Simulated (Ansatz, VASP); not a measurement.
## Ti2O3 in VASP and in Ansatz

POSCAR

```
Ti2O3
1.0
    2.5745011249      1.4863889175      4.5473300000
   -2.5745011249      1.4863889175      4.5473300000
    0.0000000000     -2.9727778350      4.5473300000
Ti O
4 6
Direct
    0.8450000000      0.8450000000      0.8450000000
    0.6550000000      0.6550000000      0.6550000000
    0.1550000000      0.1550000000      0.1550000000
    0.3450000000      0.3450000000      0.3450000000
    0.0670000000      0.4330000000      0.7500000000
    0.7500000000      0.0670000000      0.4330000000
    0.4330000000      0.7500000000      0.0670000000
    0.9330000000      0.5670000000      0.2500000000
    0.2500000000      0.9330000000      0.5670000000
    0.5670000000      0.2500000000      0.9330000000
```

File INCAR.step1:

```
  ALGO = Normal
  EDIFF = 1E-4
  ENCUT = 520
  GGA = PE
  ISMEAR = 0
  ISPIN = 2
  LASPH = T
  LCHARG = F
  LDAU = T
  LDAUJ = 0 0
  LDAUL = 2 -1
  LDAUTYPE = 2
  LDAUU = 4 0
  LMAXMIX = 4
  LREAL = F
  LWAVE = T
  MAGMOM = 1 1 1 1 0 0 0 0 0 0
  NBANDS = 57
  NELM = 150
  PREC = Accurate
  SIGMA = 0.1
```

INCAR.step2

```
  ALGO = Normal
  EDIFF = 1E-7
  ENCUT = 520
  ISIF = 2
  ISMEAR = 0
  ISPIN = 2
  ISTART = 1
  LASPH = T
  LCHARG = F
  LDAU = T
  LDAUJ = 0 0
  LDAUL = 2 -1
  LDAUPRINT = 1
  LDAUTYPE = 2
  LDAUU = 4 0
  LMAXMIX = 4
  LMIXTAU = T
  LORBIT = 11
  LREAL = F
  LWAVE = F
  MAGMOM = 1 1 1 1 0 0 0 0 0 0
  METAGGA = R2SCAN
  NBANDS = 57
  NELM = 150
  PREC = Accurate
  SIGMA = 0.1
```

File KPOINTS:

```
k-points
0
Gamma
  6 6 6
```

Input for Ansatz:

```yaml
crystal:
  lattice:
    - [2.5745011249, 1.4863889175, 4.54733]
    - [-2.5745011249, 1.4863889175, 4.54733]
    - [0.0, -2.972777835, 4.54733]
  atoms:
    - { symbol: Ti, position: [0.845, 0.845, 0.845], spin: 1.0 }
    - { symbol: Ti, position: [0.655, 0.655, 0.655], spin: 1.0 }
    - { symbol: Ti, position: [0.155, 0.155, 0.155], spin: 1.0 }
    - { symbol: Ti, position: [0.345, 0.345, 0.345], spin: 1.0 }
    - { symbol: O, position: [0.067, 0.433, 0.75] }
    - { symbol: O, position: [0.75, 0.067, 0.433] }
    - { symbol: O, position: [0.433, 0.75, 0.067] }
    - { symbol: O, position: [0.933, 0.567, 0.25] }
    - { symbol: O, position: [0.25, 0.933, 0.567] }
    - { symbol: O, position: [0.567, 0.25, 0.933] }
basis:
  ecutwfc: 500
kpoints:
  mp_grid: { grid: [6, 6, 6] }
hamiltonian:
  xc: r2scan
  hubbard: { sites: [{ species: Ti, l: d, u_eff: 4.0 }] }
scf:
  occupations: { method: gaussian, width: 0.1 }
  lower_state_search: "off"
output:
  forces: true
  stress: true
  eigenvalues: true
  populations: true
magnetization:
  spin_polarized: true
```

Alike in both runs: task single point; functional r2SCAN; k mesh 6 × 6 × 6; occupations gaussian, width 0.1 eV; collinear spin; Hubbard terms Ti d U = 4.0 eV.

|  | VASP | Ansatz |
| --- | --- | --- |
| version | VASP 6.6.1 | Ansatz 0.2.0 |
| potentials or method | VASP PAW PBE potentials, release 64 (Ti_sv, O), cutoff 520 eV | scalar-relativistic, plane waves, PAW |
| valence electrons in the cell | 84 | 84 |

|  | VASP | Ansatz | Ansatz less VASP |
| --- | --- | --- | --- |
| pressure (GPa) | 8.2 | 7.6 | -0.60 |
| traceless stress, the component that is largest in VASP (GPa) | -7.03 | 13.56 | +20.590 |
| rms of the force components (eV/Å) | 0.327 | 0.692 | +0.3643 |
| net moment per atom (μB) | 0.00 | 0.40 | +0.400 |
| size of the moment on the site where the two differ most (μB) | 0.00 | 0.75 | +0.748 |

The net moments are unlike, so the other rows may belong to different states. VASP's potentials were made for PBE, not for r2SCAN. Site moments also hang on the region over which each program counts them. The programs project onto different local orbitals, so the same U acts differently, and such runs can settle in different states. Atom by atom the forces differ by 1.012 eV/Å (rms over components). Ansatz's warnings: filled band counts differ across k points, lower free energy seen, stability check not made.
